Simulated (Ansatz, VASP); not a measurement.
**Al6H: VASP beside Ansatz**

The input INCAR:

```
  PREC = Accurate
  ENCUT = 520
  EDIFF = 1E-7
  ISMEAR = 0
  SIGMA = 0.1
  LREAL = False
  LASPH = True
  NELM = 60
  ALGO = Normal
  ISIF = 2
  LWAVE = False
  LCHARG = True
  LDIPOL = True
  IDIPOL = 3
  DIPOL = 0.5 0.5 0.293
  GGA = PE
  LELF = True
  LVHAR = True
  LVACPOTAV = True
  NBANDS = 32
```

The input KPOINTS:

```
Automatic mesh
0
Gamma
  5 5 1
```

Contents of POSCAR:

```
Al6H
1.0
    5.7135165837      0.0000000000      0.0000000000
    0.0000000000      5.7135165837      0.0000000000
    0.0000000000      0.0000000000     22.1746954375
Al H
12 2
Direct
    0.2500000000      0.2500000000      0.1803857921
    0.2500000000      0.7500000000      0.1803857921
    0.7500000000      0.2500000000      0.1803857921
    0.7500000000      0.7500000000      0.1803857921
    0.0000000000      0.0000000000      0.2744050924
    0.0000000000      0.5000000000      0.2744050924
    0.5000000000      0.0000000000      0.2744050924
    0.5000000000      0.5000000000      0.2744050924
    0.2500000000      0.2500000000      0.3686497278
    0.2500000000      0.7500000000      0.3686497278
    0.7500000000      0.2500000000      0.3686497278
    0.7500000000      0.7500000000      0.3686497278
    0.0000000000     -0.2319062141      0.4033739928
    0.0000000000      0.2319062141      0.4033739928
```

Input for Ansatz:

```yaml
crystal:
  lattice:
    - [5.7135165837, 0.0, 0.0]
    - [0.0, 5.7135165837, 0.0]
    - [0.0, 0.0, 22.1746954375]
  atoms:
    - { symbol: Al, position: [0.25, 0.25, 0.1803857921] }
    - { symbol: Al, position: [0.25, 0.75, 0.1803857921] }
    - { symbol: Al, position: [0.75, 0.25, 0.1803857921] }
    - { symbol: Al, position: [0.75, 0.75, 0.1803857921] }
    - { symbol: Al, position: [0.0, 0.0, 0.2744050924] }
    - { symbol: Al, position: [0.0, 0.5, 0.2744050924] }
    - { symbol: Al, position: [0.5, 0.0, 0.2744050924] }
    - { symbol: Al, position: [0.5, 0.5, 0.2744050924] }
    - { symbol: Al, position: [0.25, 0.25, 0.3686497278] }
    - { symbol: Al, position: [0.25, 0.75, 0.3686497278] }
    - { symbol: Al, position: [0.75, 0.25, 0.3686497278] }
    - { symbol: Al, position: [0.75, 0.75, 0.3686497278] }
    - { symbol: H, position: [0.0, -0.2319062141, 0.4033739928] }
    - { symbol: H, position: [0.0, 0.2319062141, 0.4033739928] }
basis:
  ecutwfc: 420
kpoints:
  mp_grid: { grid: [5, 5, 1] }
hamiltonian:
  xc: pbe
  pseudopotentials: { kind: paw, azcp: { folder: soft_1 } }
scf:
  occupations: { method: gaussian, width: 0.1 }
output:
  forces: true
  eigenvalues: true
efield:
  axis: 3
  dipole_correction: true
  ramp_width: 0.04
```

Alike in both runs: task single point; functional PBE; k mesh 5 × 5 × 1; occupations gaussian, width 0.1 eV; no spin polarisation.

|  | VASP | Ansatz |
| --- | --- | --- |
| version | VASP 6.6.1 | Ansatz 0.2.0 |
| potentials or method | VASP PAW PBE potentials, release 64 (Al, H), cutoff 520 eV | scalar-relativistic, plane waves, PAW |
| valence electrons in the cell | 38 | 38 |

|  | VASP | Ansatz | Ansatz less VASP |
| --- | --- | --- | --- |
| gap on the k mesh at the Fermi level (eV) | none | none | - |
| rms of the force components (eV/Å) | 0.544 | 0.544 | +0.0003 |
| work function, face that differs most (eV) | 4.27 | 4.27 | -0.002 |

Atom by atom the forces differ by 0.001 eV/Å (rms over components). A gap of «none» marks a metal or a gap that the smearing closes.
